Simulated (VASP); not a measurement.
Wanted: the native input for a VASP 6.6.1 run.

```yaml
Task: relaxation of cell and atoms
Functional: LDA
Potentials_or_basis: VASP PAW LDA potentials, release 64 (Se)
Cutoff: 600 eV
k_mesh: 9 × 9 × 6
Occupations: gaussian, width 0.02 eV
Spin: no spin polarisation
Dipole_correction: no
Further_INCAR_settings: ALGO = Normal; EDIFF = 1e-06; IBRION = 2; EDIFFG = -0.002; NSW = 100; ISIF = 3
```

The structure of Se lies in POSCAR:

```
Se
1.0
    4.5048207000      0.0000000000      0.0000000000
   -2.2524103500      3.9012891700      0.0000000000
    0.0000000000      0.0000000000      4.9787963200
Se
3
Direct
    0.2178929800      0.0000000000      0.3333333300
    0.0000000000      0.2178929800      0.6666666700
    0.7821070200      0.7821070200      0.0000000000
```

The input as run:

INCAR

```
ALGO     = Normal         # electronic algorithm
EDIFF    = 1E-6           # SCF threshold, eV
EDIFFG   = -0.002         # ionic threshold
ENCUT    = 600            # plane-wave cutoff, eV
GGA      = CA             # functional
IBRION   = 2              # ionic algorithm
ISIF     = 3              # what is computed and relaxed
ISMEAR   = 0              # smearing method
LASPH    = T              # aspherical terms in the spheres
LCHARG   = F              # write CHGCAR
LREAL    = F              # projectors in reciprocal space
LWAVE    = F              # write WAVECAR
NELM     = 100            # most SCF steps
NSW      = 100            # ionic steps
PREC     = Accurate       # precision mode
SIGMA    = 0.02           # smearing width, eV
```

KPOINTS

```
k-points
0
Gamma
  9 9 6
```

Potentials or basis: VASP PAW LDA potentials, release 64 (Se).

The run is started by

```bash
$ cat potpaw_LDA.64/Se/POTCAR > POTCAR
$ mpirun -np 1 vasp_std > vasp.out
```

Results of the run:

```json
{
  "Relaxed volume": "23.04 Å³/atom",
  "Relaxed cell": "a = 3.946 Å, b = 3.946 Å, c = 5.126 Å, α = 90.00°, β = 90.00°, γ = 120.00°",
  "Space group after relaxing (to 0.1 Å)": "P3_121 (No. 152)",
  "Energy gained by relaxing": "79.8 meV/atom",
  "Ionic steps": "29",
  "Pressure after relaxing": "0.0 GPa",
  "Band gap on the k mesh": "0.27 eV"
}
```

Caveat: the volume moved by over 15 % at a fixed basis, so the end points are rough; semilocal functionals underestimate gaps, and a narrow one can read as zero.

Wall time 12 min on 1 thread of Intel(R) Xeon(R) Platinum 8488C (Sapphire Rapids), with other jobs on the host, peak memory 0.24 GiB.
